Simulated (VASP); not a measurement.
# C (Fddd) in VASP: further runs

The runs below take C through single point, with LDA.

All numbers are computed with VASP 6.6.1; they aren't measurements. Logs are shortened: lines on timing, memory, paths and dates and some standing lists are left out, and cuts for length are marked.

**1. The cell of the first run**

Symmetry: Fddd, No. 70, orthorhombic system. Conventional cell: a = 3.134 Å, b = 3.532 Å, c = 3.929 Å, α = 90.00°, β = 90.00°, γ = 90.00°. Within 2.0 Å of C (site symmetry 222) lie 4 C at 1.54 Å.

**2. Single point, LDA**

INCAR

```
SYSTEM = C
PREC = Accurate
ENCUT = 1300
EDIFF = 1E-6
ISMEAR = 0
SIGMA = 0.05
LREAL = .False.
LASPH = .True.
NELM = 120
ALGO = Normal
ISIF = 2
LWAVE = .False.
LCHARG = .True.
LELF = .True.
LVHAR = .True.
NBANDS = 11
GGA_COMPAT = .False.
```

KPOINTS

```
regular mesh
0
Gamma
  12 12 12
  0 0 0
```

POSCAR

```
C
1.0
    0.0000000000      1.9644192436      1.7657701066
    1.5671209696      0.0000000000      1.7657701066
    1.5671209696      1.9644192436      0.0000000000
C
2
Direct
    0.5000000000      0.5000000000      0.5000000000
    0.7500000000      0.7500000000      0.7500000000
```

Potentials or basis: VASP PAW LDA potentials, release 64 (C_h).

The run is started by

```bash
cat potpaw_LDA.64/C_h/POTCAR > POTCAR
mpirun -np 1 vasp_std > vasp.out
```

OUTCAR:

```text
SYSTEM = C
   PREC = Accurate
   ENCUT = 1300
   EDIFF = 1E-6
   ISMEAR = 0
   LREAL = .False.
   LASPH = .True.
   NELM = 120
   ISIF = 2

 ion  position               nearest neighbor table
   1  0.500  0.500  0.500-
   2  0.750  0.750  0.750-

  LATTYP: Found a face centered orthorhombic cell.
 ALAT       =     3.1342419392
 B/A-ratio  =     1.1267605634
 C/A-ratio  =     1.2535211268

  Lattice vectors:

 A1 = (   0.0000000000,   1.9644192436,  -1.7657701066)
 A2 = (   1.5671209696,   1.9644192436,   0.0000000000)
 A3 = (   1.5671209696,   0.0000000000,  -1.7657701066)

Analysis of symmetry for initial positions (statically):
=====================================================================
 Subroutine PRICEL returns:
 Original cell was already a primitive cell.

 Routine SETGRP: Setting up the symmetry group for a
 face centered orthorhombic supercell.

 Subroutine GETGRP returns: Found  8 space group operations
 (whereof  4 operations were pure point group operations)
 out of a pool of  8 trial point group operations.

The static configuration has the point symmetry D_2 .
 The point group associated with its full space group is D_2h.

Analysis of symmetry for dynamics (positions and initial velocities):
=====================================================================
 Subroutine PRICEL returns:
 Original cell was already a primitive cell.

 Routine SETGRP: Setting up the symmetry group for a
 face centered orthorhombic supercell.

 Subroutine GETGRP returns: Found  8 space group operations
 (whereof  4 operations were pure point group operations)
 out of a pool of  8 trial point group operations.

The dynamic configuration has the point symmetry D_2 .
 The point group associated with its full space group is D_2h.

 Subroutine INISYM returns: Found  8 space group operations
 (whereof  4 operations are pure point group operations),
 and found     1 'primitive' translations

----------------------------------------------------------------------------------------

                                     Primitive cell

  volume of cell :      10.8718

  direct lattice vectors                    reciprocal lattice vectors
     0.000000000  1.964419244  1.765770107    -0.319056416  0.254528152  0.283162569
     1.567120970  0.000000000  1.765770107     0.319056416 -0.254528152  0.283162569
     1.567120970  1.964419244  0.000000000     0.319056416  0.254528152 -0.283162569

  length of vectors
     2.641379760  2.360892247  2.512928789     0.496752068  0.496752068  0.496752068

  position of ions in fractional coordinates (direct lattice)
     0.500000000  0.500000000  0.500000000
     0.750000000  0.750000000  0.750000000

  ion indices of the primitive-cell ions
   primitive index   ion index
                 1           1
                 2           2

----------------------------------------------------------------------------------------

 KPOINTS: regular mesh

Automatic generation of k-mesh.
 Grid dimensions read from file:
 generate k-points for:   12   12   12

 Generating k-lattice:

  Cartesian coordinates                     Fractional coordinates (reciprocal lattice)
    -0.026588035  0.021210679  0.023596881     0.083333333 -0.000000000 -0.000000000
     0.026588035 -0.021210679  0.023596881     0.000000000  0.083333333  0.000000000
     0.026588035  0.021210679 -0.023596881     0.000000000  0.000000000  0.083333333

  Length of vectors
     0.041396006  0.041396006  0.041396006

  Shift w.r.t. Gamma in fractional coordinates (k-lattice)
     0.000000000  0.000000000  0.000000000

 Subroutine IBZKPT returns following result:
 ===========================================

 Found    280 irreducible k-points:

 Following reciprocal coordinates:
            Coordinates               Weight
  0.000000  0.000000  0.000000      1.000000
  0.083333  0.000000 -0.000000      8.000000
  0.166667  0.000000 -0.000000      8.000000
  0.250000  0.000000  0.000000      8.000000
  0.333333  0.000000 -0.000000      8.000000
  0.416667  0.000000 -0.000000      8.000000
[... 16 lines left out ...]
  0.500000  0.166667 -0.000000      8.000000
 -0.416667  0.166667  0.000000      8.000000
 [... further k-points ...]
   k-points           NKPTS =    280   k-points in BZ     NKDIM =    280   number of bands    NBANDS=     11
   number of dos      NEDOS =    301   number of ions     NIONS =      2
   total plane-waves  NPLWV =  26880
   dimension x,y,z NGX =    32 NGY =   28 NGZ =   30
   dimension x,y,z NGXF=    64 NGYF=   56 NGZF=   60
   ions per type =               2
   NGX,Y,Z   is equivalent  to a cutoff of  20.14, 19.72, 19.85 a.u.
   NGXF,Y,Z  is equivalent  to a cutoff of  40.28, 39.43, 39.69 a.u.
 SYSTEM =  C
   PREC   = accura    normal or accurate (medium, high low for compatibility)
   ISTART =      0    job   : 0-new  1-cont  2-samecut
   ICHARG =      2    charge: 1-file 2-atom 10-const
   ISPIN  =      1    spin polarized calculation?
   LNONCOLLINEAR =      F non collinear calculations
   LSORBIT =      F    spin-orbit coupling
   LASPH  =      T    aspherical Exc in radial PAW
   ENCUT  = 1300.0 eV  95.55 Ry    9.77 a.u.   7.77  6.94  7.39*2*pi/ulx,y,z
   NELM   =    120;   NELMIN=  2; NELMDL= -5     # of ELM steps
   EDIFF  = 0.1E-05   stopping-criterion for ELM
   LREAL  =      F    real-space projection
   EDIFFG = 0.1E-04   stopping-criterion for IOM
   NSW    =      0    number of steps for IOM
   IBRION =     -1    ionic relax: 0-MD 1-quasi-New 2-CG
   NFREE  =      0    steps in history (QN), initial steepest desc. (CG)
   ISIF   =      2    stress and relaxation
   ISYM   =      2    0-nonsym 1-usesym 2-fastsym
   POTIM  = 0.5000    time-step for ionic-motion
   TEBEG  =    0.0;   TEEND  =   0.0 temperature during run
   PSTRESS=    0.0 pullay stress
   NELECT =       8.0000    total number of electrons
   NUPDOWN=      -1.0000    fix difference up-down
   EMIN   =  10.00;   EMAX   =-10.00  energy-range for DOS
   EFERMI =   0.00;   METHOD = LEGACY
   ISMEAR =     0;   SIGMA  =   0.05  broadening in eV -4-tet -1-fermi 0-gaus
   EFERMI_NEDOS =   21; number of points for ismear=-14 and -15
   IALGO  =     38    algorithm
   IMIX   =      4    mixing-type and parameters
     AMIX     =   0.40;   BMIX     =  1.00
     AMIX_MAG =   1.60;   BMIX_MAG =  1.00
  volume/ion in A,a.u.               =       5.44        36.68
  Fermi-wavevector in a.u.,A,eV,Ry     =   1.477989  2.792994 29.721268  2.184452
  Thomas-Fermi vector in A             =   2.592325
   LORBIT       =      0    0 simple, 1 ext, 2 COOP (PROOUT), +10 PAW based schemes
   GGA     = CA    functional components
   LHFCALC =     F    Hartree Fock is set to
   AEXX    =    0.0000 exact exchange contribution
   IVDW    =     0    specifies the selected vdW correction
   LEPSILON=     F    determine dielectric tensor
   LRPA    =     F    only Hartree local field effects (RPA)
 non-spin polarized calculation
 Gauss-broadening in eV      SIGMA  =   0.05
  energy-cutoff  :     1300.00
  volume of cell :       10.87
 maximum number of plane-waves:      1182
   NGX = 15   NGY = 13   NGZ = 15

 number of electron       8.0000000 magnetization

 Free energy of the ion-electron system (eV)
  ---------------------------------------------------
  ext. energy  EPLUGINS =         0.00000000
  ---------------------------------------------------
  free energy    TOTEN  =       -19.43947130 eV

  energy without entropy =      -19.43942649  energy(sigma->0) =      -19.43944889

 E-fermi :  13.1747     XC(G=0): -13.8998

 val. band max:       12.6068530354   @ k =   0.0833   0.0000  -0.0000
 cond. band min:      13.1897004164   @ k =   0.0000   0.0000   0.0000
 fundamental gap:      0.5828473810
 Fermi energy:        13.1746886965

 k-point     1 :       0.0000    0.0000    0.0000
  band No.  band energies     occupation
      1     -10.2916      2.00000
      2       9.6650      2.00000
      3      11.9751      2.00000
      4      13.1897      0.67113
      5      16.2370      0.00000
      6      17.7027      0.00000
      7      19.0044      0.00000
      8      25.2483      0.00000
      9      31.6244      0.00000
     10      32.8973      0.00000
     11      34.6634      0.00000

 k-point     2 :       0.0833    0.0000   -0.0000
  band No.  band energies     occupation
      1     -10.0895      2.00000
      2       9.1762      2.00000
      3      11.2220      2.00000
      4      12.6069      2.00000
      5      16.5127      0.00000
      6      18.0794      0.00000
      7      19.7092      0.00000
      8      25.3894      0.00000
      9      31.7682      0.00000
     10      32.0690      0.00000
     11      36.4680      0.00000

 k-point     3 :       0.1667    0.0000   -0.0000
  band No.  band energies     occupation
      1      -9.4855      2.00000
      2       7.5711      2.00000
      3       9.6646      2.00000
      4      11.8577      2.00000
      5      16.9474      0.00000
      6      18.8006      0.00000
      7      21.0586      0.00000
      8      25.8347      0.00000
      9      31.2362      0.00000
     10      32.8644      0.00000
     11      35.5624      0.00000

 k-point     4 :       0.2500    0.0000    0.0000
  band No.  band energies     occupation
      1      -8.4867      2.00000
      2       4.9951      2.00000
      3       8.4961      2.00000
      4      11.2552      2.00000
      5      17.1260      0.00000
      6      19.5044      0.00000
      7      22.2723      0.00000
      8      26.5323      0.00000
      9      31.3803      0.00000
     10      33.9910      0.00000
     11      35.2635      0.00000
[... 239 lines left out ...]
 k-point    22 :       0.4167    0.1667    0.0000
  band No.  band energies     occupation
      1      -5.9491      2.00000
      2       1.8897      2.00000
      3       6.4188      2.00000
      4       8.4559      2.00000
      5      18.1842      0.00000
      6      19.7639      0.00000
      7      24.7592      0.00000
      8      25.9401      0.00000
      9      32.1137      0.00000
     10      32.8788      0.00000
     11      39.2187      0.00000

 k-point    23 :       0.5000    0.1667   -0.0000
  band No.  band energies     occupation
      1      -4.2255      2.00000
      2      -0.5183      2.00000
      3       5.8703      2.00000
      4       8.1886      2.00000
      5      18.2730      0.00000
      6      20.0832      0.00000
      7      25.9118      0.00000
      8      26.3488      0.00000
      9      31.1837      0.00000
     10      34.3692      0.00000
     11      40.4777      0.00000

 k-point    24 :      -0.4167    0.1667    0.0000
  band No.  band energies     occupation
      1      -3.6233      2.00000
      2      -1.2314      2.00000
      3       5.5491      2.00000
      4       8.2271      2.00000
      5      18.3303      0.00000
      6      20.3843      0.00000
      7      25.4670      0.00000
      8      27.1106      0.00000
      9      31.2307      0.00000
     10      35.5527      0.00000
     11      38.7246      0.00000

 [... further k-points ...]
[... 5 lines left out ...]
  --------------------------------------------------------------------------------------
  -------------------------------------------------------------------------------------
  Total        7.0538200     -7.4189950      1.9410667      0.0000000      0.0000000      0.0000000
  in kB     1039.5229824  -1093.3389062    286.0554217      0.0000000      0.0000000      0.0000000
  external PRESSURE =      77.4131660 kB  Pullay stress =       0.0000000 kB

 VOLUME and BASIS-vectors are now :
 -----------------------------------------------------------------------------
  energy-cutoff  :     1300.00
  volume of cell :       10.87
      direct lattice vectors                 reciprocal lattice vectors
     0.000000000  1.964419244  1.765770107    -0.319056416  0.254528152  0.283162569
     1.567120970  0.000000000  1.765770107     0.319056416 -0.254528152  0.283162569
     1.567120970  1.964419244  0.000000000     0.319056416  0.254528152 -0.283162569

 POSITION                                       TOTAL-FORCE (eV/Angst)
 -----------------------------------------------------------------------------------
      1.56712      1.96442      1.76577        -0.000000     -0.000000     -0.000000
      2.35068      2.94663      2.64866         0.000000      0.000000      0.000000
 -----------------------------------------------------------------------------------
    total drift:                               -0.000000     -0.000000      0.000000

  FREE ENERGIE OF THE ION-ELECTRON SYSTEM (eV)
  ---------------------------------------------------
  free  energy   TOTEN  =       -19.4394712995 eV

  energy  without entropy=      -19.4394264870  energy(sigma->0) =      -19.43944889
```

Wall time 30 s (1 thread of Intel Xeon 6975P-C (Granite Rapids), shared host); peak memory 0.21 GiB.

Results:

```
Free energy            : -19.4395 eV
Pressure               : 7.7 GPa
Band gap on the k mesh : zero (filled and empty bands touch)
```

Stress tensor (GPa, compression positive):
```
 103.95    0.00    0.00
   0.00 -109.33    0.00
   0.00    0.00   28.61
```

Levels at points of the mesh, in eV from the Fermi level:
```tsv
k point	band 2	band 3	band 4	band 5	band 6	band 7
(0.00, 0.00, 0.00)	-3.51	-1.20	0.02	3.06	4.53	5.83
(0.50, 0.00, 0.00)	-15.30	-6.16	-2.70	3.71	6.95	10.91
(0.50, 0.50, 0.00)	-14.48	-7.69	-7.69	3.72	3.72	13.44
(0.50, 0.00, 0.50)	-16.14	-6.14	-6.14	6.15	6.15	14.28
(0.00, 0.50, 0.50)	-12.44	-9.62	-9.62	0.69	0.69	15.37
```

Caveat: the cell differs from its parent crystal (strain +e along x and -e along y -0.1125, strain +e along z and -e/2 along x and y +0.0000); the stress differs along the axes, from -109 to 104 GPa.

(Part 1 of 2 ends here.)

The gap in the log of VASP goes by the Fermi energy; the results here count the filled bands.